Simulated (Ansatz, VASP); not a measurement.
One calculation of MgO, two programs

Contents of INCAR:

```
PREC = Accurate ; ENCUT = 520
EDIFF = 1E-7 ; ISMEAR = 0
SIGMA = 0.01 ; LREAL = F
LASPH = T ; NELM = 100
ALGO = Normal ; ISIF = 2
LWAVE = F ; LCHARG = F
GGA = CA ; NBANDS = 11
```

File KPOINTS:

```
regular mesh
0
Gamma
  10 10 10
```

Contents of POSCAR:

```
MgO
1.0
    2.0537103659      2.0537103659      0.0000000000
   -2.0537103659      2.0537103659      0.0000000000
    0.0000000000      2.0537103659      2.0537103659
Mg O
1 1
Direct
    0.0000000000      0.0000000000      0.0000000000
    0.5000000000      0.5000000000      0.0000000000
```

Input for Ansatz:

```yaml
crystal:
  lattice:
    - [2.05371036589, 2.05371036589, 0.0]
    - [-2.05371036589, 2.05371036589, 0.0]
    - [0.0, 2.05371036589, 2.05371036589]
  atoms:
    - { symbol: Mg, position: [0.0, 0.0, 0.0] }
    - { symbol: O, position: [0.5, 0.5, 0.0] }
kpoints:
  mp_grid: { grid: [10, 10, 10] }
scf:
  occupations: { method: fixed }
  convergence: { dr2_threshold: 1.0e-10 }
hamiltonian:
  xc: lda
  pseudopotentials: { kind: all_electron, lapw: { basis_error: 0.0005 } }
output:
  forces: true
  stress: true
  eigenstates:
    kpoints:
      - [0.0, 0.0, 0.0]
      - [-0.5, -0.5, -0.5]
      - [-0.5, 0.5, 0.0]
      - [0.0, 0.0, -0.5]
      - [0.0, -0.5, -0.5]
      - [0.0, 0.5, 0.0]
      - [-0.5, 0.0, 0.0]
      - [-0.5, 0.0, -0.5]
  eigenvalues: true
```

Alike in both runs: task single point; functional LDA; k mesh 10 × 10 × 10; no spin polarisation.

```csv
,VASP,Ansatz
version,VASP 6.6.1,Ansatz 0.2.0
potentials or method,"VASP PAW LDA potentials, release 64 (Mg, O), cutoff 520 eV","all-electron LAPW, scalar-relativistic"
occupations,"gaussian, width 0.01 eV",fixed
```

```tsv
	VASP	Ansatz	Ansatz less VASP
gap on the k mesh at the Fermi level (eV)	5.43	5.43	-0.002
pressure (GPa)	5.3	7.3	+1.99
```

LDA's correlation is that of Perdew and Zunger in VASP and of Perdew and Wang (1992) in Ansatz. Ansatz ran all-electron here, and VASP with PAW potentials.
